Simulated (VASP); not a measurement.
Si4Cl, 5 atoms in the cell. It takes space group Im-3m (No. 229, cubic). The conventional cell has a = 5.651 Å, b = 5.651 Å, c = 5.651 Å, α = 90.00°, β = 90.00°, γ = 90.00°. Within 3.2 Å of Si (site symmetry -3m) lie 2 Cl at 2.45 Å and 6 Si at 2.83 Å. Within 3.2 Å of Cl (site symmetry m-3m) lie 8 Si at 2.45 Å. 

```yaml
Program: VASP 6.6.1
Task: relaxation of cell and atoms
Functional: PBE
Potentials_or_basis: VASP PAW PBE potentials, release 64 (Si, Cl)
Cutoff: 600 eV
k_mesh: 4 × 4 × 4
Occupations: gaussian, width 0.1 eV
Spin: no spin polarisation
Dipole_correction: no
Further_INCAR_settings: ALGO = Normal; EDIFF = 1e-07; IBRION = 2; EDIFFG = -0.04; NSW = 90; ISIF = 3
```

Potentials or basis: VASP PAW PBE potentials, release 64 (Si, Cl).

The run is started by

```bash
$ cat potpaw_PBE.64/Si/POTCAR potpaw_PBE.64/Cl/POTCAR > POTCAR
$ mpirun -np 1 vasp_std > vasp.out
```

Hardware: 1 thread of AMD EPYC 9R45 96-Core Processor (Zen 5), with other jobs on the host.

Estimate the wall time of this run.

It took 25 s on 1 thread of AMD EPYC 9R45 96-Core Processor (Zen 5) (shared host), peak memory 0.2 GiB. Counts: scf iterations 40, k points 8, ion steps 3.
